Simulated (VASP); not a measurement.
Wanted: the native input for a VASP 6.6.1 run.

```yaml
Task: electric field gradients
Functional: PBE
Potentials_or_basis: VASP PAW PBE potentials, release 64 (V_sv)
Cutoff: 520 eV
k_mesh: 19 × 19 × 19
Occupations: fermi-dirac, width 0.03 eV
Spin: collinear spin, ferromagnetic start
Starting_moments: "[1.5] μB"
Dipole_correction: no
Further_INCAR_settings: ALGO = Normal; EDIFF = 1e-08; NBANDS = 16
```

The structure of V lies in POSCAR:

```
V
1.0
   -1.4827400000      1.4827400000      1.5130000000
    1.4827400000     -1.4827400000      1.5130000000
    1.4827400000      1.4827400000     -1.5130000000
V
1
Direct
    0.0000000000      0.0000000000      0.0000000000
```

This cell differs from its parent crystal: equal xx and yy strain of -2 %.

One way to write it, as run:

INCAR

```
SYSTEM = V
PREC     = Accurate       ! precision mode
ENCUT    = 520            ! plane-wave cutoff, eV
EDIFF    = 1E-8           ! SCF threshold, eV
ISMEAR   = -1             ! smearing method
SIGMA    = 0.03           ! smearing width, eV
LREAL    = .FALSE.        ! projectors in reciprocal space
LASPH    = .TRUE.         ! aspherical terms in the spheres
NELM     = 150            ! most SCF steps
ALGO     = Normal         ! electronic algorithm
ISIF     = 2              ! what is computed and relaxed
LWAVE    = .FALSE.        ! write WAVECAR
LCHARG   = .FALSE.        ! write CHGCAR
ISPIN    = 2              ! spin polarisation
MAGMOM   = 1.5            ! initial moments
LORBIT   = 11             ! projections on sites
LMAXMIX  = 4              ! l up to which the mixer works
GGA      = PE             ! functional
LEFG     = .TRUE.       
NBANDS   = 16             ! bands
```

KPOINTS

```
regular mesh
0
G
  19 19 19
  0 0 0
```

Potentials or basis: VASP PAW PBE potentials, release 64 (V_sv).

Launch:

```sh
$ cat potpaw_PBE.64/V_sv/POTCAR > POTCAR
$ mpirun -np 1 vasp_std > vasp.out
```

Results of the run:

```
Pressure                                              : 2.3 GPa
Net moment                                            : 0.00 μB per cell
Largest electric field gradient by atom               : V +1.9 V/Å²
Valence electrons inside the program's atomic spheres : V 11.67
```

Caveat: the cell differs from its parent crystal (equal xx and yy strain of -2 %); the moments typed at the start vanished in this run; without QUAD_EFG the Cq values of the log hold for a quadrupole moment of 1 mb, not for the nuclei.

Wall time 5.6 min on 1 thread of Oxide Virtual Turin-like Processor, with other jobs on the host, peak memory 0.24 GiB.
